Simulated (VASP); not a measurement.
# Ti3Te3Mo2 (P4mm) in VASP: single point with PBE

Aim: the single point of Ti3Te3Mo2 with PBE.

Everything below comes from runs of VASP 6.6.1. Logs are shortened: lines on timing, memory, paths and dates and some standing lists are left out, and cuts for length are marked.

### Step 1. The cell of the first run

Symmetry: P4mm, No. 99, tetragonal system. The conventional cell has a = 3.465 Å, b = 3.465 Å, c = 12.539 Å, α = 90.00°, β = 90.00°, γ = 90.00°. Within 3.9 Å of Ti (site symmetry 4mm) lie 8 Te at 2.94 to 2.98 Å and 1 Mo at 3.31 Å and 5 Ti at 3.40 to 3.47 Å. Ti (site symmetry 4mm) has 5 Mo at 2.63 to 2.78 Å and 4 Te at 2.91 Å and 5 Ti at 3.20 to 3.47 Å within 3.5 Å. Ti (site symmetry 4mm) has 8 Te at 2.95 to 2.98 Å and 6 Ti at 3.20 to 3.47 Å within 3.9 Å. Within 3.9 Å of Te (site symmetry 4mm) lie 4 Ti at 2.94 Å and 5 Mo at 2.97 to 2.99 Å and 5 Te at 3.33 to 3.47 Å. Within 3.8 Å of Te (site symmetry 4mm) lie 1 Mo at 2.88 Å and 8 Ti at 2.91 to 2.95 Å and 5 Te at 3.34 to 3.47 Å. Within 3.9 Å of Te (site symmetry 4mm) lie 8 Ti at 2.98 Å and 6 Te at 3.33 to 3.47 Å. Mo (site symmetry 4mm) has 2 Ti at 2.63 to 3.31 Å and 8 Mo at 2.78 to 3.47 Å and 4 Te at 2.97 Å within 3.5 Å. Mo (site symmetry 4mm) has 8 Mo at 2.78 to 3.47 Å and 4 Ti at 2.78 Å and 2 Te at 2.88 to 2.99 Å within 3.7 Å.

### Step 2. Single point, PBE

INCAR

```
  PREC = Accurate
  ENCUT = 520
  EDIFF = 1E-6
  ISMEAR = 0
  SIGMA = 0.1
  LREAL = F
  LASPH = T
  NELM = 60
  ALGO = Fast
  ISIF = 2
  LWAVE = F
  LCHARG = F
  GGA = PE
  NBANDS = 51
```

KPOINTS

```
regular mesh
0
Gamma
  10 10 4
```

POSCAR

```
Ti3Te3Mo2
1.0
    3.4651267975      0.0000000000      0.0000000000
    0.0000000000      3.4651267975      0.0000000000
    0.0000000000      0.0000000000     12.5387979059
Ti Te Mo
3 3 2
Direct
    0.0000000000      0.0000000000      0.5104421151
    0.0000000000      0.0000000000      0.9838515743
    0.0000000000      0.0000000000      0.2394202806
    0.5000000000      0.5000000000      0.6401976742
    0.5000000000      0.5000000000      0.1084232866
    0.5000000000      0.5000000000      0.3748312291
    0.0000000000      0.0000000000      0.7740870943
    0.5000000000      0.5000000000      0.8787467456
```

Potentials or basis: VASP PAW PBE potentials, release 64 (Ti_sv, Te, Mo_sv).

Command:

```sh
$ cat potpaw_PBE.64/Ti_sv/POTCAR potpaw_PBE.64/Te/POTCAR potpaw_PBE.64/Mo_sv/POTCAR > POTCAR
$ mpirun -np 1 vasp_std > vasp.out
```

OUTCAR:

```text
PREC = Accurate
   ENCUT = 520
   EDIFF = 1E-6
   ISMEAR = 0
   LREAL = F
   LASPH = T
   NELM = 60
   ISIF = 2
   GGA = PE

 ion  position               nearest neighbor table
   1  0.000  0.000  0.510-   4 2.94   4 2.94   4 2.94   4 2.94   6 2.98   6 2.98   6 2.98   6 2.98

   2  0.000  0.000  0.984-   7 2.63   8 2.78   8 2.78   8 2.78   8 2.78   5 2.91   5 2.91   5 2.91
                             5 2.91
   3  0.000  0.000  0.239-   5 2.95   5 2.95   5 2.95   5 2.95   6 2.98   6 2.98   6 2.98   6 2.98

   4  0.500  0.500  0.640-   1 2.94   1 2.94   1 2.94   1 2.94   7 2.97   7 2.97   7 2.97   7 2.97
                             8 2.99   6 3.33
   5  0.500  0.500  0.108-   8 2.88   2 2.91   2 2.91   2 2.91   2 2.91   3 2.95   3 2.95   3 2.95
                             3 2.95   6 3.34
   6  0.500  0.500  0.375-   3 2.98   3 2.98   3 2.98   3 2.98   1 2.98   1 2.98   1 2.98   1 2.98
                             4 3.33   5 3.34
   7  0.000  0.000  0.774-   2 2.63   8 2.78   8 2.78   8 2.78   8 2.78   4 2.97   4 2.97   4 2.97
                             4 2.97
   8  0.500  0.500  0.879-   7 2.78   7 2.78   7 2.78   7 2.78   2 2.78   2 2.78   2 2.78   2 2.78
                             5 2.88   4 2.99

  LATTYP: Found a simple tetragonal cell.
 ALAT       =     3.4651267975
 C/A-ratio  =     3.6185682772

  Lattice vectors:

 A1 = (   3.4651267975,   0.0000000000,   0.0000000000)
 A2 = (   0.0000000000,   3.4651267975,   0.0000000000)
 A3 = (   0.0000000000,   0.0000000000,  12.5387979059)

Analysis of symmetry for initial positions (statically):
=====================================================================
 Subroutine PRICEL returns:
 Original cell was already a primitive cell.

 Routine SETGRP: Setting up the symmetry group for a
 simple tetragonal supercell.

 Subroutine GETGRP returns: Found  8 space group operations
 (whereof  8 operations were pure point group operations)
 out of a pool of 16 trial point group operations.

The static configuration has the point symmetry C_4v.

Analysis of symmetry for dynamics (positions and initial velocities):
=====================================================================
 Subroutine PRICEL returns:
 Original cell was already a primitive cell.

 Routine SETGRP: Setting up the symmetry group for a
 simple tetragonal supercell.

 Subroutine GETGRP returns: Found  8 space group operations
 (whereof  8 operations were pure point group operations)
 out of a pool of 16 trial point group operations.

The dynamic configuration has the point symmetry C_4v.

 Subroutine INISYM returns: Found  8 space group operations
 (whereof  8 operations are pure point group operations),
 and found     1 'primitive' translations

----------------------------------------------------------------------------------------

                                     Primitive cell

  volume of cell :     150.5546

  direct lattice vectors                    reciprocal lattice vectors
     3.465126797  0.000000000  0.000000000     0.288589728  0.000000000  0.000000000
     0.000000000  3.465126797  0.000000000     0.000000000  0.288589728  0.000000000
     0.000000000  0.000000000 12.538797906     0.000000000  0.000000000  0.079752462

  length of vectors
     3.465126797  3.465126797 12.538797906     0.288589728  0.288589728  0.079752462

  position of ions in fractional coordinates (direct lattice)
     0.000000000  0.000000000  0.510442115
     0.000000000  0.000000000  0.983851574
     0.000000000  0.000000000  0.239420281
     0.500000000  0.500000000  0.640197674
     0.500000000  0.500000000  0.108423287
     0.500000000  0.500000000  0.374831229
     0.000000000  0.000000000  0.774087094
     0.500000000  0.500000000  0.878746746

  ion indices of the primitive-cell ions
   primitive index   ion index
                 1           1
                 2           2
                 3           3
                 4           4
                 5           5
                 6           6
                 7           7
                 8           8

----------------------------------------------------------------------------------------

 KPOINTS: regular mesh

Automatic generation of k-mesh.
 Grid dimensions read from file:
 generate k-points for:   10   10    4

 Generating k-lattice:

  Cartesian coordinates                     Fractional coordinates (reciprocal lattice)
     0.028858973  0.000000000  0.000000000     0.100000000  0.000000000  0.000000000
     0.000000000  0.028858973  0.000000000     0.000000000  0.100000000  0.000000000
     0.000000000  0.000000000  0.019938115     0.000000000  0.000000000  0.250000000

  Length of vectors
     0.028858973  0.028858973  0.019938115

  Shift w.r.t. Gamma in fractional coordinates (k-lattice)
     0.000000000  0.000000000  0.000000000

 Subroutine IBZKPT returns following result:
 ===========================================

 Found     63 irreducible k-points:

 Following reciprocal coordinates:
            Coordinates               Weight
  0.000000  0.000000  0.000000      1.000000
  0.100000  0.000000  0.000000      4.000000
  0.200000  0.000000  0.000000      4.000000
  0.300000  0.000000  0.000000      4.000000
  0.400000  0.000000  0.000000      4.000000
  0.500000  0.000000  0.000000      2.000000
[... 16 lines left out ...]
  0.100000  0.000000  0.250000      8.000000
  0.200000  0.000000  0.250000      8.000000
 [... further k-points ...]
   k-points           NKPTS =     63   k-points in BZ     NKDIM =     63   number of bands    NBANDS=     51
   number of dos      NEDOS =    301   number of ions     NIONS =      8
   total plane-waves  NPLWV =  75264
   dimension x,y,z NGX =    28 NGY =   28 NGZ =   96
   dimension x,y,z NGXF=    56 NGYF=   56 NGZF=  192
   ions per type =               3   3   2
   NGX,Y,Z   is equivalent  to a cutoff of  13.43, 13.43, 12.73 a.u.
   NGXF,Y,Z  is equivalent  to a cutoff of  26.87, 26.87, 25.46 a.u.
 SYSTEM =  unknown system
   PREC   = accura    normal or accurate (medium, high low for compatibility)
   ISTART =      0    job   : 0-new  1-cont  2-samecut
   ICHARG =      2    charge: 1-file 2-atom 10-const
   ISPIN  =      1    spin polarized calculation?
   LNONCOLLINEAR =      F non collinear calculations
   LSORBIT =      F    spin-orbit coupling
   LASPH  =      T    aspherical Exc in radial PAW
   ENCUT  =  520.0 eV  38.22 Ry    6.18 a.u.   6.44  6.44 23.31*2*pi/ulx,y,z
   NELM   =     60;   NELMIN=  2; NELMDL= -5     # of ELM steps
   EDIFF  = 0.1E-05   stopping-criterion for ELM
   LREAL  =      F    real-space projection
   EDIFFG = 0.1E-04   stopping-criterion for IOM
   NSW    =      0    number of steps for IOM
   IBRION =     -1    ionic relax: 0-MD 1-quasi-New 2-CG
   NFREE  =      0    steps in history (QN), initial steepest desc. (CG)
   ISIF   =      2    stress and relaxation
   ISYM   =      2    0-nonsym 1-usesym 2-fastsym
   POTIM  = 0.5000    time-step for ionic-motion
   TEBEG  =    0.0;   TEEND  =   0.0 temperature during run
   PSTRESS=    0.0 pullay stress
   NELECT =      82.0000    total number of electrons
   NUPDOWN=      -1.0000    fix difference up-down
   EMIN   =  10.00;   EMAX   =-10.00  energy-range for DOS
   EFERMI =   0.00;   METHOD = LEGACY
   ISMEAR =     0;   SIGMA  =   0.10  broadening in eV -4-tet -1-fermi 0-gaus
   EFERMI_NEDOS =   21; number of points for ismear=-14 and -15
   IALGO  =     68    algorithm
   IMIX   =      4    mixing-type and parameters
     AMIX     =   0.40;   BMIX     =  1.00
     AMIX_MAG =   1.60;   BMIX_MAG =  1.00
  volume/ion in A,a.u.               =      18.82       127.00
  Fermi-wavevector in a.u.,A,eV,Ry     =   1.336949  2.526467 24.319485  1.787432
  Thomas-Fermi vector in A             =   2.465535
   LORBIT       =      0    0 simple, 1 ext, 2 COOP (PROOUT), +10 PAW based schemes
   GGA     = PE    functional components
   LHFCALC =     F    Hartree Fock is set to
   AEXX    =    0.0000 exact exchange contribution
   IVDW    =     0    specifies the selected vdW correction
   LEPSILON=     F    determine dielectric tensor
   LRPA    =     F    only Hartree local field effects (RPA)
 non-spin polarized calculation
 RMM-DIIS sequential band-by-band and
 Gauss-broadening in eV      SIGMA  =   0.10
  energy-cutoff  :      520.00
  volume of cell :      150.55
 maximum number of plane-waves:      4095
 NGX is ok and might be reduce to    28
   NGX = 13   NGY = 13   NGZ = 47

 number of electron      81.9999978 magnetization

 Free energy of the ion-electron system (eV)
  ---------------------------------------------------
  ext. energy  EPLUGINS =         0.00000000
  ---------------------------------------------------
  free energy    TOTEN  =       -56.32119237 eV

  energy without entropy =      -56.28923525  energy(sigma->0) =      -56.30521381

 E-fermi :  11.0400     XC(G=0): -11.7354

 val. band max:       11.0208238233   @ k =   0.3000   0.3000   0.0000
 cond. band min:      11.0539368549   @ k =   0.5000   0.3000   0.2500
 fundamental gap:      0.0331130316
 Fermi energy:        11.0399673476

 k-point     1 :       0.0000    0.0000    0.0000
  band No.  band energies     occupation
      1     -50.0933      2.00000
      2     -49.9103      2.00000
      3     -46.2918      2.00000
      4     -46.2690      2.00000
      5     -46.0375      2.00000
      6     -24.3228      2.00000
[... 43 lines left out ...]
     50      12.3710      0.00000
     51      12.7267      0.00000

 k-point     2 :       0.1000    0.0000    0.0000
  band No.  band energies     occupation
      1     -50.0883      2.00000
      2     -49.9142      2.00000
      3     -46.2914      2.00000
      4     -46.2686      2.00000
      5     -46.0373      2.00000
      6     -24.3487      2.00000
[... 1180 lines left out ...]
 k-point    24 :       0.2000    0.0000    0.2500
  band No.  band energies     occupation
      1     -50.0739      2.00000
      2     -49.9257      2.00000
      3     -46.2902      2.00000
      4     -46.2674      2.00000
      5     -46.0365      2.00000
      6     -24.3970      2.00000
[... 43 lines left out ...]
     50      12.6128      0.00000
     51      13.0255      0.00000

 [... further k-points ...]

------------------------ aborting loop because EDIFF is reached ----------------------------------------

  FORCE on cell =-STRESS in cart. coord.  units (eV):
  Direction    XX          YY          ZZ          XY          YZ          ZX
  --------------------------------------------------------------------------------------
  -------------------------------------------------------------------------------------
  Total        0.0560081      0.0560081      0.0369719      0.0000000      0.0000000      0.0000000
  in kB        0.5960285      0.5960285      0.3934486      0.0000000      0.0000000      0.0000000
  external PRESSURE =       0.5285019 kB  Pullay stress =       0.0000000 kB

 VOLUME and BASIS-vectors are now :
 -----------------------------------------------------------------------------
  energy-cutoff  :      520.00
  volume of cell :      150.55
      direct lattice vectors                 reciprocal lattice vectors
     3.465126797  0.000000000  0.000000000     0.288589728  0.000000000  0.000000000
     0.000000000  3.465126797  0.000000000     0.000000000  0.288589728  0.000000000
     0.000000000  0.000000000 12.538797906     0.000000000  0.000000000  0.079752462

 POSITION                                       TOTAL-FORCE (eV/Angst)
 -----------------------------------------------------------------------------------
      0.00000      0.00000      6.40033        -0.000000      0.000000     -0.004977
      0.00000      0.00000     12.33632        -0.000000      0.000000      0.008578
      0.00000      0.00000      3.00204         0.000000     -0.000000     -0.003476
      1.73256      1.73256      8.02731         0.000000      0.000000     -0.007308
      1.73256      1.73256      1.35950         0.000000      0.000000      0.009866
      1.73256      1.73256      4.69993         0.000000      0.000000      0.006079
      0.00000      0.00000      9.70612         0.000000      0.000000     -0.012665
      1.73256      1.73256     11.01843         0.000000     -0.000000      0.003903
 -----------------------------------------------------------------------------------
    total drift:                               -0.000000     -0.000000     -0.000161

  FREE ENERGIE OF THE ION-ELECTRON SYSTEM (eV)
  ---------------------------------------------------
  free  energy   TOTEN  =       -56.3211923662 eV

  energy  without entropy=      -56.2892352484  energy(sigma->0) =      -56.30521381
```

Run time: 19 min. Hardware: 1 thread of Intel Xeon 6975P-C (Granite Rapids), shared host; peak memory 0.55 GiB.

Results:

| Item | Value |
| --- | --- |
| Free energy | -56.3212 eV |
| Pressure | 0.1 GPa |
| Largest force | 0.013 eV/Å |
| Band gap on the k mesh | zero (bands 41 and 42 overlap by 0.84 eV) |

Forces in eV/Å, atoms in the order of the input:
```
Ti   0.000  0.000 -0.005
Ti   0.000  0.000  0.009
Ti   0.000  0.000 -0.003
Te   0.000  0.000 -0.007
Te   0.000  0.000  0.010
Te   0.000  0.000  0.006
Mo   0.000  0.000 -0.013
Mo   0.000  0.000  0.004
```

Caveat: spin-orbit coupling is left out, which moves the levels of the heavy elements.

The gap in the log of VASP goes by the Fermi energy; the results here count the filled bands.